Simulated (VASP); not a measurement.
# SnTe (P1) in VASP: a series of runs

The runs below take SnTe through single point, with PBE.

Everything below comes from runs of VASP 6.6.1. Logs are shortened: lines on timing, memory, paths and dates and some standing lists are left out, and cuts for length are marked.

**1. The cell of the first run**

The typed cell holds 2 atoms: a = 5.282 Å, b = 5.222 Å, c = 5.014 Å, α = 59.66°, β = 60.97°, γ = 57.96°.

**2. Single point, PBE (strained and its atoms moved)**

The input, INCAR:

```
PREC = Accurate
ENCUT = 520
EDIFF = 1E-7
ISMEAR = 0
SIGMA = 0.05
LREAL = False
LASPH = True
NELM = 80
ALGO = Normal
ISIF = 2
LWAVE = False
LCHARG = False
GGA = PE
NBANDS = 17
```

The input, KPOINTS:

```
regular mesh
0
Gamma
  8 8 8
```

The input, POSCAR:

```
SnTe
1.0
   -0.0283474961      3.6111098885      3.8541400143
    3.5959791868      0.0395059372      3.7862865810
    3.5712428367      3.5185201051      0.0642422873
Sn Te
1 1
Direct
   -0.0204062644      0.0340418249     -0.0014704473
    0.7704062644      0.7159581751      0.7514704473
```

Potentials or basis: VASP PAW PBE potentials, release 64 (Sn_d, Te).

Started as:

```sh
$ cat potpaw_PBE.64/Sn_d/POTCAR potpaw_PBE.64/Te/POTCAR > POTCAR
$ mpirun -np 1 vasp_std > vasp.out
```

OUTCAR:

```text
PREC = Accurate
   ENCUT = 520
   EDIFF = 1E-7
   ISMEAR = 0
   LREAL = False
   LASPH = True
   NELM = 80
   ISIF = 2
   GGA = PE

 ion  position               nearest neighbor table
   1  0.980  0.034  0.999-   2 2.85   2 3.13   2 3.30   2 3.38
   2  0.770  0.716  0.751-   1 2.85   1 3.13   1 3.30   1 3.38

  LATTYP: Found a triclinic cell.
 ALAT       =     5.2219338472
 B/A-ratio  =     1.3779887760
 C/A-ratio  =     0.9756685006
 COS(alpha) =     0.0095258066
 COS(beta)  =     0.5278774434
 COS(gamma) =     0.6881912769

  Lattice vectors:

 A1 = (  -3.5959791868,  -0.0395059372,  -3.7862865810)
 A2 = (  -7.1955695196,   0.0530838462,   0.0036111460)
 A3 = (  -0.0247363501,   3.4790141679,  -3.7220442937)

Analysis of symmetry for initial positions (statically):
=====================================================================
 Subroutine PRICEL returns:
 Original cell was already a primitive cell.

 Routine SETGRP: Setting up the symmetry group for a
 triclinic supercell.

 Subroutine GETGRP returns: Found  1 space group operations
 (whereof  1 operations were pure point group operations)
 out of a pool of  2 trial point group operations.

The static configuration has the point symmetry C_1 .

Analysis of symmetry for dynamics (positions and initial velocities):
=====================================================================
 Subroutine PRICEL returns:
 Original cell was already a primitive cell.

 Routine SETGRP: Setting up the symmetry group for a
 triclinic supercell.

 Subroutine GETGRP returns: Found  1 space group operations
 (whereof  1 operations were pure point group operations)
 out of a pool of  2 trial point group operations.

The dynamic configuration has the point symmetry C_1 .

 Subroutine INISYM returns: Found  1 space group operations
 (whereof  1 operations are pure point group operations),
 and found     1 'primitive' translations

----------------------------------------------------------------------------------------

                                     Primitive cell

  volume of cell :      96.5927

  direct lattice vectors                    reciprocal lattice vectors
    -0.028347496  3.611109889  3.854140014    -0.137894318  0.137595614  0.129527769
     3.595979187  0.039505937  3.786286581     0.137990554 -0.142514785  0.134543176
     3.571242837  3.518520105  0.064242287     0.139973646  0.144594114 -0.134446940

  length of vectors
     5.281601410  5.221933847  5.013769660     0.233933407  0.239695063  0.242024914

  position of ions in fractional coordinates (direct lattice)
     0.979593736  0.034041825  0.998529553
     0.770406264  0.715958175  0.751470447

  ion indices of the primitive-cell ions
   primitive index   ion index
                 1           1
                 2           2

----------------------------------------------------------------------------------------

 KPOINTS: regular mesh

Automatic generation of k-mesh.
 Grid dimensions read from file:
 generate k-points for:    8    8    8

 Generating k-lattice:

  Cartesian coordinates                     Fractional coordinates (reciprocal lattice)
    -0.017236790  0.017199452  0.016190971     0.125000000  0.000000000  0.000000000
     0.017248819 -0.017814348  0.016817897     0.000000000  0.125000000 -0.000000000
     0.017496706  0.018074264 -0.016805868     0.000000000  0.000000000  0.125000000

  Length of vectors
     0.029241676  0.029961883  0.030253114

  Shift w.r.t. Gamma in fractional coordinates (k-lattice)
     0.000000000  0.000000000  0.000000000

 Subroutine IBZKPT returns following result:
 ===========================================

 Found    260 irreducible k-points:

 Following reciprocal coordinates:
            Coordinates               Weight
  0.000000  0.000000  0.000000      1.000000
  0.125000  0.000000 -0.000000      2.000000
  0.250000  0.000000 -0.000000      2.000000
  0.375000  0.000000 -0.000000      2.000000
  0.500000  0.000000 -0.000000      1.000000
  0.000000  0.125000  0.000000      2.000000
[... 16 lines left out ...]
  0.125000  0.375000  0.000000      2.000000
  0.250000  0.375000  0.000000      2.000000
 [... further k-points ...]
   k-points           NKPTS =    260   k-points in BZ     NKDIM =    260   number of bands    NBANDS=     17
   number of dos      NEDOS =    301   number of ions     NIONS =      2
   total plane-waves  NPLWV =  64000
   dimension x,y,z NGX =    40 NGY =   40 NGZ =   40
   dimension x,y,z NGXF=    80 NGYF=   80 NGZF=   80
   ions per type =               1   1
   NGX,Y,Z   is equivalent  to a cutoff of  12.59, 12.73, 13.26 a.u.
   NGXF,Y,Z  is equivalent  to a cutoff of  25.18, 25.47, 26.53 a.u.
 SYSTEM =  unknown system
   PREC   = accura    normal or accurate (medium, high low for compatibility)
   ISTART =      0    job   : 0-new  1-cont  2-samecut
   ICHARG =      2    charge: 1-file 2-atom 10-const
   ISPIN  =      1    spin polarized calculation?
   LNONCOLLINEAR =      F non collinear calculations
   LSORBIT =      F    spin-orbit coupling
   LASPH  =      T    aspherical Exc in radial PAW
   ENCUT  =  520.0 eV  38.22 Ry    6.18 a.u.   9.82  9.71  9.32*2*pi/ulx,y,z
   NELM   =     80;   NELMIN=  2; NELMDL= -5     # of ELM steps
   EDIFF  = 0.1E-06   stopping-criterion for ELM
   LREAL  =      F    real-space projection
   EDIFFG = 0.1E-05   stopping-criterion for IOM
   NSW    =      0    number of steps for IOM
   IBRION =     -1    ionic relax: 0-MD 1-quasi-New 2-CG
   NFREE  =      0    steps in history (QN), initial steepest desc. (CG)
   ISIF   =      2    stress and relaxation
   ISYM   =      2    0-nonsym 1-usesym 2-fastsym
   POTIM  = 0.5000    time-step for ionic-motion
   TEBEG  =    0.0;   TEEND  =   0.0 temperature during run
   PSTRESS=    0.0 pullay stress
   NELECT =      20.0000    total number of electrons
   NUPDOWN=      -1.0000    fix difference up-down
   EMIN   =  10.00;   EMAX   =-10.00  energy-range for DOS
   EFERMI =   0.00;   METHOD = LEGACY
   ISMEAR =     0;   SIGMA  =   0.05  broadening in eV -4-tet -1-fermi 0-gaus
   EFERMI_NEDOS =   21; number of points for ismear=-14 and -15
   IALGO  =     38    algorithm
   IMIX   =      4    mixing-type and parameters
     AMIX     =   0.40;   BMIX     =  1.00
     AMIX_MAG =   1.60;   BMIX_MAG =  1.00
  volume/ion in A,a.u.               =      48.30       325.92
  Fermi-wavevector in a.u.,A,eV,Ry     =   0.968508  1.830215 12.762379  0.938008
  Thomas-Fermi vector in A             =   2.098484
   LORBIT       =      0    0 simple, 1 ext, 2 COOP (PROOUT), +10 PAW based schemes
   GGA     = PE    functional components
   LHFCALC =     F    Hartree Fock is set to
   AEXX    =    0.0000 exact exchange contribution
   IVDW    =     0    specifies the selected vdW correction
   LEPSILON=     F    determine dielectric tensor
   LRPA    =     F    only Hartree local field effects (RPA)
 non-spin polarized calculation
 Gauss-broadening in eV      SIGMA  =   0.05
  energy-cutoff  :      520.00
  volume of cell :       96.59
 maximum number of plane-waves:      2620
   NGX = 19   NGY = 19   NGZ = 19

 number of electron      19.9999999 magnetization

 Free energy of the ion-electron system (eV)
  ---------------------------------------------------
  ext. energy  EPLUGINS =         0.00000000
  ---------------------------------------------------
  free energy    TOTEN  =        -6.92154851 eV

  energy without entropy =       -6.92150387  energy(sigma->0) =       -6.92152619

 E-fermi :   3.0681     XC(G=0):  -7.3430

 val. band max:        3.0062336950   @ k =  -0.2500   0.5000   0.2500
 cond. band min:       3.1180426350   @ k =   0.5000  -0.0000   0.5000
 fundamental gap:      0.1118089400
 Fermi energy:         3.0681302868

 k-point     1 :       0.0000    0.0000    0.0000
  band No.  band energies     occupation
      1     -18.9066      2.00000
      2     -18.9039      2.00000
      3     -18.8741      2.00000
      4     -18.8685      2.00000
      5     -18.8591      2.00000
      6      -8.5395      2.00000
[... 9 lines left out ...]
     16       9.8067      0.00000
     17       9.8590      0.00000

 k-point     2 :       0.1250    0.0000   -0.0000
  band No.  band energies     occupation
      1     -18.9066      2.00000
      2     -18.9038      2.00000
      3     -18.8739      2.00000
      4     -18.8685      2.00000
      5     -18.8591      2.00000
      6      -8.4898      2.00000
[... 9 lines left out ...]
     16       9.4229      0.00000
     17       9.8595      0.00000

 k-point     3 :       0.2500    0.0000   -0.0000
  band No.  band energies     occupation
      1     -18.9067      2.00000
      2     -18.9036      2.00000
      3     -18.8735      2.00000
      4     -18.8686      2.00000
      5     -18.8592      2.00000
      6      -8.3613      2.00000
[... 9 lines left out ...]
     16       9.2615      0.00000
     17       9.9188      0.00000

 k-point     4 :       0.3750    0.0000   -0.0000
  band No.  band energies     occupation
      1     -18.9067      2.00000
      2     -18.9034      2.00000
      3     -18.8731      2.00000
      4     -18.8687      2.00000
      5     -18.8593      2.00000
      6      -8.2186      2.00000
[... 9 lines left out ...]
     16       9.6589      0.00000
     17      10.3454      0.00000

 k-point     5 :       0.5000    0.0000   -0.0000
  band No.  band energies     occupation
      1     -18.9068      2.00000
      2     -18.9033      2.00000
      3     -18.8729      2.00000
      4     -18.8687      2.00000
      5     -18.8593      2.00000
      6      -8.1543      2.00000
[... 9 lines left out ...]
     16      10.0194      0.00000
     17      10.3571      0.00000

 k-point     6 :       0.0000    0.1250    0.0000
  band No.  band energies     occupation
      1     -18.9066      2.00000
      2     -18.9039      2.00000
      3     -18.8743      2.00000
      4     -18.8683      2.00000
      5     -18.8587      2.00000
      6      -8.4630      2.00000
[... 9 lines left out ...]
     16       9.2433      0.00000
     17      10.6493      0.00000

 k-point     7 :       0.1250    0.1250    0.0000
  band No.  band energies     occupation
      1     -18.9065      2.00000
      2     -18.9039      2.00000
      3     -18.8743      2.00000
      4     -18.8684      2.00000
      5     -18.8587      2.00000
      6      -8.4591      2.00000
[... 9 lines left out ...]
     16       9.9148      0.00000
     17      10.8240      0.00000

 k-point     8 :       0.2500    0.1250    0.0000
  band No.  band energies     occupation
      1     -18.9065      2.00000
      2     -18.9037      2.00000
      3     -18.8740      2.00000
      4     -18.8684      2.00000
      5     -18.8588      2.00000
      6      -8.3649      2.00000
[... 9 lines left out ...]
     16       9.9705      0.00000
     17      10.5324      0.00000
[... 203 lines left out ...]
      1     -18.9064      2.00000
      2     -18.9034      2.00000
      3     -18.8739      2.00000
      4     -18.8681      2.00000
      5     -18.8581      2.00000
      6      -7.9720      2.00000
[... 9 lines left out ...]
     16       9.8811      0.00000
     17      10.9342      0.00000

 k-point    20 :      -0.2500    0.2500   -0.0000
  band No.  band energies     occupation
      1     -18.9065      2.00000
      2     -18.9035      2.00000
      3     -18.8740      2.00000
      4     -18.8680      2.00000
      5     -18.8580      2.00000
      6      -8.0316      2.00000
[... 9 lines left out ...]
     16       9.7660      0.00000
     17      10.8294      0.00000

 k-point    21 :      -0.1250    0.2500    0.0000
  band No.  band energies     occupation
      1     -18.9066      2.00000
      2     -18.9037      2.00000
      3     -18.8743      2.00000
      4     -18.8680      2.00000
      5     -18.8579      2.00000
      6      -8.1514      2.00000
[... 9 lines left out ...]
     16       9.2718      0.00000
     17      10.4764      0.00000

 k-point    22 :       0.0000    0.3750    0.0000
  band No.  band energies     occupation
      1     -18.9065      2.00000
      2     -18.9037      2.00000
      3     -18.8749      2.00000
      4     -18.8676      2.00000
      5     -18.8571      2.00000
      6      -8.0020      2.00000
[... 9 lines left out ...]
     16       9.0157      0.00000
     17       9.8134      0.00000

 k-point    23 :       0.1250    0.3750    0.0000
  band No.  band energies     occupation
      1     -18.9063      2.00000
      2     -18.9038      2.00000
      3     -18.8751      2.00000
      4     -18.8676      2.00000
      5     -18.8571      2.00000
      6      -8.0476      2.00000
[... 9 lines left out ...]
     16       9.4450      0.00000
     17      10.3624      0.00000

 k-point    24 :       0.2500    0.3750    0.0000
  band No.  band energies     occupation
      1     -18.9061      2.00000
      2     -18.9038      2.00000
      3     -18.8752      2.00000
      4     -18.8677      2.00000
      5     -18.8572      2.00000
      6      -8.0385      2.00000
[... 9 lines left out ...]
     16      10.1243      0.00000
     17      11.3311      0.00000

 [... further k-points ...]
[... 5 lines left out ...]
  --------------------------------------------------------------------------------------
  -------------------------------------------------------------------------------------
  Total        0.0335775      0.0191460     -0.0083347     -0.3612009     -0.8143920      0.5779085
  in kB        0.5569484      0.3175735     -0.1382475     -5.9912160    -13.5082688      9.5857312
  external PRESSURE =       0.2454248 kB  Pullay stress =       0.0000000 kB

 VOLUME and BASIS-vectors are now :
 -----------------------------------------------------------------------------
  energy-cutoff  :      520.00
  volume of cell :       96.59
      direct lattice vectors                 reciprocal lattice vectors
    -0.028347496  3.611109889  3.854140014    -0.137894318  0.137595614  0.129527769
     3.595979187  0.039505937  3.786286581     0.137990554 -0.142514785  0.134543176
     3.571242837  3.518520105  0.064242287     0.139973646  0.144594114 -0.134446940

 POSITION                                       TOTAL-FORCE (eV/Angst)
 -----------------------------------------------------------------------------------
      3.66064      7.05211      3.96853        -0.693854      0.429227     -0.340346
      5.23642      5.45437      5.72835         0.693854     -0.429227      0.340346
 -----------------------------------------------------------------------------------
    total drift:                                0.000457      0.000296     -0.000332

  FREE ENERGIE OF THE ION-ELECTRON SYSTEM (eV)
  ---------------------------------------------------
  free  energy   TOTEN  =        -6.9215485066 eV

  energy  without entropy=       -6.9215038728  energy(sigma->0) =       -6.92152619
```

Run time: 8.7 min. Hardware: 1 thread of Intel Xeon Platinum 8375C at 2.90GHz (Ice Lake), shared host; peak memory 0.57 GiB.

What came out:

| Item | Value |
| --- | --- |
| Free energy | -6.9215 eV |
| Pressure | 0.0 GPa |
| Largest force | 0.884 eV/Å |
| Band gap on the k mesh | 0.11 eV, indirect (least direct gap 0.85 eV) |

Forces in eV/Å, atoms in the order of the input:
```
Sn  -0.694  0.429 -0.340
Te   0.694 -0.429  0.340
```

Stress tensor (GPa, compression positive):
```
 0.06 -0.60  0.96
-0.60  0.03 -1.35
 0.96 -1.35 -0.01
```

Caveat: the cell differs from its parent crystal (strained and its atoms moved); spin-orbit coupling is left out, which moves the levels of the heavy elements.

**3. Single point, PBE (atoms moved at random and the cell strained at random)**

The input, INCAR:

```
SYSTEM = SnTe
PREC = Accurate
ENCUT = 520
EDIFF = 1E-6
ISMEAR = 0
SIGMA = 0.05
LREAL = .False.
LASPH = .True.
NELM = 60
ALGO = Normal
ISIF = 2
LWAVE = .False.
LCHARG = .False.
GGA = PE
NBANDS = 17
```

The input, KPOINTS:

```
Automatic mesh
0
Gamma
  8 8 8
  0 0 0
```

The input, POSCAR:

```
SnTe
1.0
   -0.0015527928      3.5461453720      3.6391323815
    3.7180359216     -0.1169650189      3.7545446077
    3.6301045165      3.5736261931     -0.0290336138
Sn Te
1 1
Direct
    0.0317406164      0.0225939356      0.0028218189
    0.7182593836      0.7274060644      0.7471781811
```

Potentials or basis: VASP PAW PBE potentials, release 64 (Sn_d, Te).

Started as:

```sh
$ cat potpaw_PBE.64/Sn_d/POTCAR potpaw_PBE.64/Te/POTCAR > POTCAR
$ mpirun -np 1 vasp_std > vasp.out
```

Run time: 3.2 min. Hardware: 1 thread of Intel Xeon 6975P-C (Granite Rapids), shared host; peak memory 0.58 GiB.

The run converged. Its results:

```yaml
Free_energy: -6.8704 eV
Pressure: -0.5 GPa
Largest_force: 0.695 eV/Å
Band_gap_on_the_k_mesh: 0.18 eV, indirect (least direct gap 0.83 eV)
```

Forces on the atoms (eV/Å):
```
Sn   0.076 -0.311 -0.617
Te  -0.076  0.311  0.617
```

Stress tensor (GPa, compression positive):
```
-0.37 -1.41 -0.97
-1.41 -0.37 -0.46
-0.97 -0.46 -0.85
```

Levels at points of the mesh, in eV from the valence-band top:
| k point | band 6 | band 7 | band 8 | band 9 | band 10 | band 11 | band 12 | band 13 | band 14 | band 15 |
| --- | --- | --- | --- | --- | --- | --- | --- | --- | --- | --- |
| (0.00, 0.00, 0.00) | -11.33 | -5.28 | -2.53 | -1.94 | -1.14 | 0.87 | 1.05 | 1.83 | 4.04 | 6.42 |
| (0.50, 0.00, 0.00) | -10.71 | -7.39 | -2.68 | -1.72 | -1.48 | 1.11 | 2.90 | 3.56 | 5.54 | 5.69 |
| (0.00, 0.50, 0.00) | -10.84 | -7.15 | -2.72 | -1.60 | -1.36 | 1.01 | 3.09 | 3.15 | 5.64 | 5.86 |
| (0.50, 0.50, 0.00) | -10.71 | -7.12 | -3.32 | -2.41 | -1.12 | 0.66 | 3.22 | 4.34 | 5.14 | 6.58 |
| (0.00, 0.00, 0.50) | -10.86 | -6.87 | -2.93 | -1.95 | -1.48 | 0.79 | 3.05 | 3.14 | 5.48 | 5.86 |
| (0.50, 0.00, 0.50) | -10.67 | -7.22 | -3.09 | -2.59 | -0.88 | 0.22 | 3.27 | 4.07 | 5.54 | 6.26 |
| (0.00, 0.50, 0.50) | -10.65 | -7.36 | -3.09 | -2.38 | -0.83 | 0.18 | 3.66 | 3.93 | 5.44 | 6.13 |
| (0.50, 0.50, 0.50) | -11.01 | -6.01 | -2.83 | -2.70 | -2.22 | 1.19 | 2.13 | 2.77 | 5.53 | 6.93 |

Caveat: the cell differs from its parent crystal (atoms moved at random and the cell strained at random); spin-orbit coupling is left out, which moves the levels of the heavy elements.
